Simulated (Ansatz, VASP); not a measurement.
# Hg: VASP beside Ansatz

```
CELL_PARAMETERS angstrom
1.74632 1.00824 2.14788
-1.74632 1.00824 2.14788
0.00000 -2.01648 2.14788
ATOMIC_POSITIONS crystal
Hg 0.00000 0.00000 0.00000
```

Alike in both runs: task single point; functional LDA; k mesh 11 × 11 × 11; occupations fermi-dirac, width 0.1 eV; no spin polarisation.

|  | VASP | Ansatz |
| --- | --- | --- |
| version | VASP 6.6.1 | Ansatz 0.2.0 |
| potentials or method | VASP PAW LDA potentials, release 64 (Hg_sv_GW), cutoff 500 eV | plane waves (500 eV) with PAW, scalar-relativistic |
| valence electrons in the cell | 20 | 20 |

Ansatz gave:

* pressure (GPa): 0.0
* traceless stress, the component that is largest in VASP (GPa): -0.02

Estimate VASP's values.

pressure (GPa): -1.1; traceless stress, the component that is largest in VASP (GPa): 0.11.

Ansatz warns that its potentials were made for another functional, while VASP's fit it. LDA's correlation is that of Perdew and Zunger in VASP and of Perdew and Wang (1992) in Ansatz.

Neither program's run includes spin-orbit coupling.
